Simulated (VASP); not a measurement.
## Sn: single point with LDA

The system is Sn.

```
Sn
1.0
    -2.89942    2.90080    1.55817
     2.90080   -2.89942    1.55817
     2.89858    2.89858   -1.55564
Sn
2
Direct
  0.00002 0.99998 0.00000
  0.74998 0.25002 0.50000
```

* Program: VASP 6.6.1
* Task: single point
* Functional: LDA
* Potentials or basis: VASP PAW LDA potentials, release 64 (Sn_d)
* Cutoff: 520 eV
* k mesh: 11 × 11 × 8
* Occupations: methfessel-paxton, width 1 eV
* Spin: no spin polarisation
* Dipole correction: no
* Further INCAR settings: ALGO = Normal; EDIFF = 1e-07; NBANDS = 21

```yaml
Pressure: -0.1 GPa
Band_gap_on_the_k_mesh: zero (bands 14 and 15 overlap by 3.81 eV)
```

Stress tensor (GPa, compression positive):
```
-0.15  0.01 -0.02
 0.01 -0.15 -0.02
-0.02 -0.02 -0.05
```

Levels at points of the mesh, in eV from the Fermi level:
| k point | band 11 | band 12 | band 13 | band 14 | band 15 | band 16 | band 17 | band 18 |
| --- | --- | --- | --- | --- | --- | --- | --- | --- |
| (0.00, 0.00, 0.00) | -11.40 | -3.75 | -2.10 | -2.10 | 3.00 | 6.24 | 6.24 | 7.24 |
| (0.00, 0.00, 0.50) | -9.11 | -9.11 | 0.54 | 0.54 | 1.54 | 1.54 | 6.36 | 6.36 |

Run time: 3 min on 1 thread of AMD EPYC 9R45 96-Core Processor (Zen 5), on a shared host, peak memory 0.31 GiB.

Caveat: so wide a smearing shifts energies and pressures; spin-orbit coupling is left out, which moves the levels of the heavy elements.
